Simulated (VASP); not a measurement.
A run of VASP 6.6.1 is set up as follows.

The input INCAR:

```
ALGO = Normal ; EDIFF = 1E-6
ENCUT = 520 ; GGA = PE
ISIF = 2 ; ISMEAR = -1
LASPH = True ; LCHARG = True
LELF = True ; LREAL = False
LVHAR = True ; LWAVE = False
NBANDS = 31 ; NELM = 100
PREC = Accurate ; SIGMA = 0.05
```

File KPOINTS:

```
k-points
0
Gamma
  3 3 3
```

File POSCAR:

```
Li3SbO
1.0
    5.1196900000      0.4470930000     -0.2076480000
    0.0463890000      5.1958490000      0.1815280000
   -0.0111640000     -0.1892610000      5.1160670000
Li Sb O
6 2 2
Direct
    0.7785182423      0.2330232196      0.7867945273
    0.7494965108      0.8009532173      0.8784673883
    0.1576647618      0.0191908031      0.5555308608
    0.5474808376      0.4551536607      0.2816456796
    0.7250552884     -0.0909876454      0.3247477185
    0.0434542110      0.5455950790      0.4443478548
    0.2632952273      0.3650540753      0.8692615228
    0.2973758047      0.8620556794      0.0747791707
    0.8689174625      0.5989492885      0.0985938821
   -0.1193317254     -0.1095804073      0.6159291733
```

Potentials or basis: VASP PAW PBE potentials, release 64 (Li_sv, Sb, O).

Run with:

```bash
$ cat potpaw_PBE.64/Li_sv/POTCAR potpaw_PBE.64/Sb/POTCAR potpaw_PBE.64/O/POTCAR > POTCAR
$ mpirun -np 1 vasp_std > vasp.out
```

Q: Predict the largest force.

A: 3.299 eV/Å.

Q: Predict the band gap on the k mesh.

A: Zero (filled and empty bands overlap).

Forces in eV/Å, atoms in the order of the input:
```
Li   0.148 -0.173  0.135
Li  -1.042 -0.057 -0.726
Li   0.855 -0.174 -0.485
Li   1.067 -0.074  0.110
Li   0.288 -0.183 -0.535
Li  -0.726  0.917 -0.635
Sb   0.330  0.066 -0.245
Sb  -1.162  1.060  0.446
O    0.162 -1.976  2.637
O    0.081  0.594 -0.703
```

Caveat: the k points lie up to 0.41 Å⁻¹ apart; spin-orbit coupling is left out, which moves the levels of the heavy elements.
